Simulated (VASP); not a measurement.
InSe:

```
CELL_PARAMETERS angstrom
5.94066 -2.09495 0.00000
5.94066 2.09495 0.00000
-1.75703 0.00000 4.86493
ATOMIC_POSITIONS crystal
In 0.88820 0.88820 0.04684
In 0.11180 0.11180 0.95316
Se 0.66093 0.66093 0.66896
Se 0.33907 0.33907 0.33104
```

Base run:

```yaml
Program: VASP 6.6.1
Functional: PBEsol
Potentials_or_basis: VASP PAW PBE potentials, release 64 (In_d, Se)
Cutoff: 520 eV
k_mesh: 7 × 7 × 6
Occupations: fermi-dirac, width 0.05 eV
Spin: no spin polarisation
```

Its results: band gap on the k mesh 0.97 eV, indirect (least direct gap 0.99 eV); pressure -3.5 GPa; largest force 0.326 eV/Å.

**Question.** The run is repeated on the same cell with these changes: functional from PBEsol to r2SCAN. What comes out?

**Answer.** Band gap on the k mesh 1.38 eV, indirect (least direct gap 1.42 eV); pressure -2.8 GPa; largest force 0.407 eV/Å.

r2SCAN gives the wider gap, since meta-GGAs in the generalised Kohn-Sham scheme recover part of the derivative discontinuity.

Caveats: the PAW data sets were made with another functional, which shifts forces and pressure a little; spin-orbit coupling is left out, which moves the levels of the heavy elements.

A k mesh can miss the band edges.
